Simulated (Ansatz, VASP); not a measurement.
# Be3S2 in VASP and in Ansatz

```
Be S
1.0
     3.04406    0.00000    0.00000
     0.00000    3.04406    0.00000
     0.00000    0.00000    6.74331
Be S
3 2
Direct
  0.00000 0.00000 0.67257
  0.00000 0.00000 0.00000
  0.00000 0.00000 0.32743
  0.50000 0.50000 0.76172
  0.50000 0.50000 0.23828
```

Change from the starting cell: ordered vacancies on the anion sites of caesium chloride (P4/mmm, No. 123).

Alike in both runs: task relaxation of cell and atoms; functional PBE; k mesh 12 × 12 × 6; occupations gaussian, width 0.1 eV; no spin polarisation.

|  | VASP | Ansatz |
| --- | --- | --- |
| version | VASP 6.6.1 | Ansatz 0.2.0 |
| potentials or method | VASP PAW PBE potentials, release 64 (Be, S), cutoff 600 eV | scalar-relativistic, plane waves, PAW |
| valence electrons in the cell | 18 | 18 |

|  | VASP | Ansatz | Ansatz less VASP |
| --- | --- | --- | --- |
| gap on the k mesh at the Fermi level, each at its own relaxed structure (eV) | none | none | - |
| relaxed volume (Å³/atom) | 12.51 | 12.52 | +0.017 |
| relaxed cell length with the largest relative difference (Å) | 6.712 | 6.716 | +0.0042 |

A gap of «none» marks a metal or a gap that the smearing closes.
